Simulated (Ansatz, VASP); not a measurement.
**MgI2 in VASP and in Ansatz**

```
Mg I
1.0
     4.04090    0.00000    0.00000
    -2.02045    3.49953    0.00000
     0.00000    0.00000    6.62857
Mg I
1 2
Direct
  0.00000 0.00000 0.00000
  0.33333 0.66667 0.76730
  0.66667 0.33333 0.23270
```

Alike in both runs: task single point; functional LDA; k mesh 6 × 6 × 4; occupations gaussian, width 0.05 eV; no spin polarisation.

```csv
,VASP,Ansatz
version,VASP 6.6.1,Ansatz 0.2.0
potentials or method,"VASP PAW LDA potentials, release 64 (Mg, I), cutoff 520 eV","scalar-relativistic, plane waves, PAW"
valence electrons in the cell,16,44
```

|  | VASP | Ansatz | Ansatz less VASP |
| --- | --- | --- | --- |
| gap on the k mesh at the Fermi level (eV) | 3.32 | 3.34 | +0.020 |
| least direct gap on the mesh (eV) | 3.85 | 3.83 | -0.014 |
| pressure (GPa) | 2.9 | 3.0 | +0.07 |
| traceless stress, the component that is largest in VASP (GPa) | 0.78 | 0.75 | -0.030 |
| rms of the force components (eV/Å) | 0.368 | 0.370 | +0.0018 |

LDA's correlation is that of Perdew and Zunger in VASP and of Perdew and Wang (1992) in Ansatz. Atom by atom the forces differ by 0.002 eV/Å (rms over components). VASP's potentials hold 16 valence electrons a cell and Ansatz's 44, so a difference there can come from the potentials and not from the codes.

Spin-orbit coupling is off throughout.
